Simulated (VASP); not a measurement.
A run of VASP 6.6.1:

The input INCAR:

```
SYSTEM = V
PREC     = Accurate       ! precision mode
ENCUT    = 520            ! plane-wave cutoff, eV
EDIFF    = 1E-6           ! SCF threshold, eV
ISMEAR   = -1             ! smearing method
SIGMA    = 0.1            ! smearing width, eV
LREAL    = .FALSE.        ! projectors in reciprocal space
LASPH    = .TRUE.         ! aspherical terms in the spheres
NELM     = 80             ! most SCF steps
ALGO     = Normal         ! electronic algorithm
ISIF     = 2              ! what is computed and relaxed
LWAVE    = .FALSE.        ! write WAVECAR
LCHARG   = .FALSE.        ! write CHGCAR
NBANDS   = 12             ! bands
```

Contents of KPOINTS:

```
Automatic mesh
0
G
  5 5 5
  0 0 0
```

Contents of POSCAR:

```
V
1.0
   -1.4636513664      1.4636513664      1.4636513664
    1.4636513664     -1.4636513664      1.4636513664
    1.4636513664      1.4636513664     -1.4636513664
V
1
Direct
    0.0000000000      0.0000000000      0.0000000000
```

Potentials or basis: VASP PAW LDA potentials, release 64 (V_sv).

Command:

```bash
$ cat potpaw_LDA.64/V_sv/POTCAR > POTCAR
$ mpirun -np 1 vasp_std > vasp.out
```

Hardware: 1 thread of AMD EPYC 7R13, on a shared host.

Question: How long does it take, and how much memory?

Answer: Wall time 3.3 s on 1 thread of AMD EPYC 7R13, with other jobs on the host, peak memory 0.08 GiB. Counts: scf iterations 11, k points 10.
